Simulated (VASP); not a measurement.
# Al15GaN16 (P3m1) in VASP: notebook, part 2 of 2

VASP 6.6.1. Earlier steps stand in the parts before.

## 3. Single point, PBE

This run uses another cell than the first one, of 10.68 Å³/atom.

Contents of INCAR:

```
SYSTEM = Al15GaN16
ALGO = Normal
EDIFF = 1E-6
ENCUT = 520
GGA = PE
ISIF = 2
ISMEAR = 0
LASPH = .True.
LCHARG = .True.
LELF = .True.
LREAL = Auto
LVHAR = .True.
LWAVE = .False.
NBANDS = 91
NELM = 60
PREC = Accurate
SIGMA = 0.01
```

Contents of KPOINTS:

```
k-points
0
Gamma
  8 8 1
  0 0 0
```

Contents of POSCAR:

```
Al15GaN16
1.0
    3.1298000000      0.0000000000      0.0000000000
   -1.5649000000      2.7104863088      0.0000000000
    0.0000000000      0.0000000000     40.3029756517
Al Ga N
15 1 16
Direct
    0.6666666667      0.3333333333      0.0653148563
    0.3333333333      0.6666666667      0.1276146779
    0.6666666667      0.3333333333      0.1898777172
    0.3333333333      0.6666666667      0.2521417604
    0.6666666667      0.3333333333      0.3144057333
    0.3333333333      0.6666666667      0.3766696650
    0.6666666667      0.3333333333      0.4389336609
    0.3333333333      0.6666666667      0.5011976166
    0.6666666667      0.3333333333      0.5634615837
    0.3333333333      0.6666666667      0.6257255896
    0.6666666667      0.3333333333      0.6879895382
    0.3333333333      0.6666666667      0.7502535244
    0.6666666667      0.3333333333      0.8125172999
    0.3333333333      0.6666666667      0.8747836778
    0.6666666667      0.3333333333      0.9369912401
    0.3333333333      0.6666666667      0.0014118345
    0.3333333333      0.6666666667      0.0507627952
    0.6666666667      0.3333333333      0.1128134127
    0.3333333333      0.6666666667      0.1750813233
    0.6666666667      0.3333333333      0.2373440506
    0.3333333333      0.6666666667      0.2996078288
    0.6666666667      0.3333333333      0.3618717642
    0.3333333333      0.6666666667      0.4241357178
    0.6666666667      0.3333333333      0.4863997068
    0.3333333333      0.6666666667      0.5486636823
    0.6666666667      0.3333333333      0.6109276831
    0.3333333333      0.6666666667      0.6731917001
    0.6666666667      0.3333333333      0.7354556812
    0.3333333333      0.6666666667      0.7977196003
    0.6666666667      0.3333333333      0.8599827194
    0.3333333333      0.6666666667      0.9222513941
    0.6666666667      0.3333333333      0.9844508742
```

Potentials or basis: VASP PAW PBE potentials, release 64 (Al, Ga_d, N).

The run is started by

```console
> cat potpaw_PBE.64/Al/POTCAR potpaw_PBE.64/Ga_d/POTCAR potpaw_PBE.64/N/POTCAR > POTCAR
> mpirun -np 1 vasp_std > vasp.out
```

OUTCAR:

```text
SYSTEM = Al15GaN16
   EDIFF = 1E-6
   ENCUT = 520
   GGA = PE
   ISIF = 2
   ISMEAR = 0
   LASPH = .True.
   LREAL = Auto
   NELM = 60
   PREC = Accurate

 ion  position               nearest neighbor table
   1  0.667  0.333  0.065-  17 1.90  17 1.90  17 1.90  18 1.91   2 3.09   2 3.09   2 3.09
   2  0.333  0.667  0.128-  18 1.90  18 1.90  18 1.90  19 1.91   3 3.09   3 3.09   3 3.09   1 3.09
                             1 3.09   1 3.09
   3  0.667  0.333  0.190-  19 1.90  19 1.90  19 1.90  20 1.91   2 3.09   2 3.09   2 3.09   4 3.09
                             4 3.09   4 3.09
   4  0.333  0.667  0.252-  20 1.90  20 1.90  20 1.90  21 1.91   5 3.09   5 3.09   5 3.09   3 3.09
                             3 3.09   3 3.09
   5  0.667  0.333  0.314-  21 1.90  21 1.90  21 1.90  22 1.91   6 3.09   6 3.09   6 3.09   4 3.09
                             4 3.09   4 3.09
   6  0.333  0.667  0.377-  22 1.90  22 1.90  22 1.90  23 1.91   5 3.09   5 3.09   5 3.09   7 3.09
                             7 3.09   7 3.09
   7  0.667  0.333  0.439-  23 1.90  23 1.90  23 1.90  24 1.91   8 3.09   8 3.09   8 3.09   6 3.09
                             6 3.09   6 3.09
   8  0.333  0.667  0.501-  24 1.90  24 1.90  24 1.90  25 1.91   7 3.09   7 3.09   7 3.09   9 3.09
                             9 3.09   9 3.09
   9  0.667  0.333  0.563-  25 1.90  25 1.90  25 1.90  26 1.91   8 3.09   8 3.09   8 3.09  10 3.09
                            10 3.09  10 3.09
  10  0.333  0.667  0.626-  26 1.90  26 1.90  26 1.90  27 1.91  11 3.09  11 3.09  11 3.09   9 3.09
                             9 3.09   9 3.09
  11  0.667  0.333  0.688-  27 1.90  27 1.90  27 1.90  28 1.91  10 3.09  10 3.09  10 3.09  12 3.09
                            12 3.09  12 3.09
  12  0.333  0.667  0.750-  28 1.90  28 1.90  28 1.90  29 1.91  13 3.09  13 3.09  13 3.09  11 3.09
                            11 3.09  11 3.09
  13  0.667  0.333  0.813-  29 1.90  29 1.90  29 1.90  30 1.91  12 3.09  12 3.09  12 3.09  14 3.09
                            14 3.09  14 3.09
  14  0.333  0.667  0.875-  30 1.90  30 1.90  30 1.90  31 1.91  15 3.09  15 3.09  15 3.09  13 3.09
                            13 3.09  13 3.09
  15  0.667  0.333  0.937-  31 1.90  31 1.90  31 1.90  32 1.91  14 3.09  14 3.09  14 3.09
  16  0.333  0.667  0.001-  32 1.93  32 1.93  32 1.93  17 1.99
  17  0.333  0.667  0.051-   1 1.90   1 1.90   1 1.90  16 1.99
  18  0.667  0.333  0.113-   2 1.90   2 1.90   2 1.90   1 1.91
  19  0.333  0.667  0.175-   3 1.90   3 1.90   3 1.90   2 1.91
  20  0.667  0.333  0.237-   4 1.90   4 1.90   4 1.90   3 1.91
  21  0.333  0.667  0.300-   5 1.90   5 1.90   5 1.90   4 1.91
[... 9 lines left out ...]
  31  0.333  0.667  0.922-  15 1.90  15 1.90  15 1.90  14 1.91
  32  0.667  0.333  0.984-  15 1.91  16 1.93  16 1.93  16 1.93

  LATTYP: Found a hexagonal cell.
 ALAT       =     3.1298000000
 C/A-ratio  =    12.8771728710

  Lattice vectors:

 A1 = (   3.1298000000,   0.0000000000,   0.0000000000)
 A2 = (  -1.5649000000,   2.7104863088,   0.0000000000)
 A3 = (   0.0000000000,   0.0000000000,  40.3029756517)

Analysis of symmetry for initial positions (statically):
=====================================================================
 Subroutine PRICEL returns:
 Original cell was already a primitive cell.

 Routine SETGRP: Setting up the symmetry group for a
 hexagonal supercell.

 Subroutine GETGRP returns: Found  6 space group operations
 (whereof  6 operations were pure point group operations)
 out of a pool of 24 trial point group operations.

The static configuration has the point symmetry C_3v.

Analysis of symmetry for dynamics (positions and initial velocities):
=====================================================================
 Subroutine PRICEL returns:
[... 140 lines left out ...]
   dimension x,y,z NGXF=    48 NGYF=   48 NGZF=  600
   ions per type =              15   1  16
   NGX,Y,Z   is equivalent  to a cutoff of  12.75, 12.75, 12.37 a.u.
   NGXF,Y,Z  is equivalent  to a cutoff of  25.50, 25.50, 24.75 a.u.
 SYSTEM =  Al15GaN16
   PREC   = accura    normal or accurate (medium, high low for compatibility)
   ISTART =      0    job   : 0-new  1-cont  2-samecut
   ICHARG =      2    charge: 1-file 2-atom 10-const
   ISPIN  =      1    spin polarized calculation?
   LNONCOLLINEAR =      F non collinear calculations
   LSORBIT =      F    spin-orbit coupling
   LASPH  =      T    aspherical Exc in radial PAW
   ENCUT  =  520.0 eV  38.22 Ry    6.18 a.u.   5.82  5.82 74.94*2*pi/ulx,y,z
   NELM   =     60;   NELMIN=  2; NELMDL= -5     # of ELM steps
   EDIFF  = 0.1E-05   stopping-criterion for ELM
   LREAL  =      T    real-space projection
   EDIFFG = 0.1E-04   stopping-criterion for IOM
   NSW    =      0    number of steps for IOM
   IBRION =     -1    ionic relax: 0-MD 1-quasi-New 2-CG
   NFREE  =      0    steps in history (QN), initial steepest desc. (CG)
   ISIF   =      2    stress and relaxation
   ISYM   =      2    0-nonsym 1-usesym 2-fastsym
   POTIM  = 0.5000    time-step for ionic-motion
   TEBEG  =    0.0;   TEEND  =   0.0 temperature during run
   PSTRESS=    0.0 pullay stress
   NELECT =     138.0000    total number of electrons
   NUPDOWN=      -1.0000    fix difference up-down
   EMIN   =  10.00;   EMAX   =-10.00  energy-range for DOS
   EFERMI =   0.00;   METHOD = LEGACY
   ISMEAR =     0;   SIGMA  =   0.01  broadening in eV -4-tet -1-fermi 0-gaus
   EFERMI_NEDOS =   21; number of points for ismear=-14 and -15
   IALGO  =     38    algorithm
   IMIX   =      4    mixing-type and parameters
     AMIX     =   0.40;   BMIX     =  1.00
     AMIX_MAG =   1.60;   BMIX_MAG =  1.00
  volume/ion in A,a.u.               =      10.68        72.10
  Fermi-wavevector in a.u.,A,eV,Ry     =   1.209857  2.286299 19.915598  1.463755
  Thomas-Fermi vector in A             =   2.345422
   LORBIT       =      0    0 simple, 1 ext, 2 COOP (PROOUT), +10 PAW based schemes
   GGA     = PE    functional components
   LHFCALC =     F    Hartree Fock is set to
   AEXX    =    0.0000 exact exchange contribution
   IVDW    =     0    specifies the selected vdW correction
   LEPSILON=     F    determine dielectric tensor
   LRPA    =     F    only Hartree local field effects (RPA)
 non-spin polarized calculation
 Gauss-broadening in eV      SIGMA  =   0.01
  energy-cutoff  :      520.00
  volume of cell :      341.90
 maximum number of plane-waves:      9254
 NGX is ok and might be reduce to    24
   NGX = 11   NGY = 11   NGZ =149

 number of electron     138.0000001 magnetization

 Free energy of the ion-electron system (eV)
  ---------------------------------------------------
  ext. energy  EPLUGINS =         0.00000000
  ---------------------------------------------------
  free energy    TOTEN  =      -235.45455129 eV

  energy without entropy =     -235.45455129  energy(sigma->0) =     -235.45455129

 E-fermi :   6.2957     XC(G=0): -10.8876

 val. band max:        6.2321144290   @ k =   0.0000   0.0000   0.0000
 cond. band min:       9.6464121602   @ k =   0.0000   0.0000   0.0000
 fundamental gap:      3.4142977311
 Fermi energy:         6.2956702389

 k-point     1 :       0.0000    0.0000    0.0000
  band No.  band energies     occupation
      1      -9.2847      2.00000
      2      -9.1804      2.00000
      3      -9.1137      2.00000
      4      -9.0005      2.00000
      5      -8.9520      2.00000
      6      -8.7542      2.00000
[... 829 lines left out ...]
     80      13.2171      0.00000
     81      13.5703      0.00000
 [bands above 81 left out]

------------------------ aborting loop because EDIFF is reached ----------------------------------------

  FORCE on cell =-STRESS in cart. coord.  units (eV):
  Direction    XX          YY          ZZ          XY          YZ          ZX
  --------------------------------------------------------------------------------------
  -------------------------------------------------------------------------------------
  Total        1.1639376      1.1639376     -0.3184058      0.0000000     -0.0000000      0.0000000
  in kB        5.4543042      5.4543042     -1.4920751      0.0000000     -0.0000000      0.0000000
  external PRESSURE =       3.1388445 kB  Pullay stress =       0.0000000 kB

 VOLUME and BASIS-vectors are now :
 -----------------------------------------------------------------------------
  energy-cutoff  :      520.00
  volume of cell :      341.90
      direct lattice vectors                 reciprocal lattice vectors
     3.129800000  0.000000000  0.000000000     0.319509234  0.184468742  0.000000000
    -1.564900000  2.710486309  0.000000000     0.000000000  0.368937484  0.000000000
     0.000000000  0.000000000 40.302975652     0.000000000  0.000000000  0.024812064

 POSITION                                       TOTAL-FORCE (eV/Angst)
 -----------------------------------------------------------------------------------
      1.56490      0.90350      2.63238        -0.000000     -0.000000      0.005068
     -0.00000      1.80699      5.14325         0.000000      0.000000      0.001222
      1.56490      0.90350      7.65264         0.000000      0.000000      0.001078
     -0.00000      1.80699     10.16206         0.000000     -0.000000      0.007025
      1.56490      0.90350     12.67149         0.000000      0.000000     -0.004597
     -0.00000      1.80699     15.18091         0.000000      0.000000      0.000141
[... 24 lines left out ...]
     -0.00000      1.80699     37.16948         0.000000     -0.000000      0.000112
      1.56490      0.90350     39.67630        -0.000000      0.000000     -0.006277
 -----------------------------------------------------------------------------------
    total drift:                                0.000000     -0.000001      0.003436

  FREE ENERGIE OF THE ION-ELECTRON SYSTEM (eV)
  ---------------------------------------------------
  free  energy   TOTEN  =      -235.4545512928 eV

  energy  without entropy=     -235.4545512928  energy(sigma->0) =     -235.45455129
```

Run time: 16 min. Hardware: 1 thread of Intel Xeon 8259CL, shared host; peak memory 0.52 GiB.

What came out:

```
Free energy            : -235.4546 eV
Pressure               : 0.3 GPa
Largest force          : 0.017 eV/Å
Band gap on the k mesh : 3.41 eV
```

Forces on the atoms (eV/Å):
```
Al   0.000  0.000  0.005
Al   0.000  0.000  0.001
Al   0.000  0.000  0.001
Al   0.000  0.000  0.007
Al   0.000  0.000 -0.005
Al   0.000  0.000  0.000
Al   0.000  0.000  0.005
Al   0.000  0.000 -0.006
Al   0.000  0.000  0.001
Al   0.000  0.000 -0.001
Al   0.000  0.000 -0.001
Al   0.000  0.000  0.005
Al   0.000  0.000  0.002
Al   0.000  0.000 -0.002
Al   0.000  0.000  0.002
Ga   0.000  0.000 -0.008
N    0.000  0.000  0.017
N    0.000  0.000 -0.002
N    0.000  0.000 -0.002
N    0.000  0.000 -0.002
N    0.000  0.000 -0.001
N    0.000  0.000 -0.002
N    0.000  0.000 -0.001
N    0.000  0.000  0.000
N    0.000  0.000 -0.001
N    0.000  0.000  0.000
N    0.000  0.000 -0.002
N    0.000  0.000 -0.001
N    0.000  0.000 -0.002
N    0.000  0.000 -0.001
N    0.000  0.000  0.000
N    0.000  0.000 -0.006
```

Stress tensor (GPa, compression positive):
```
 0.55  0.00  0.00
 0.00  0.55  0.00
 0.00  0.00 -0.15
```
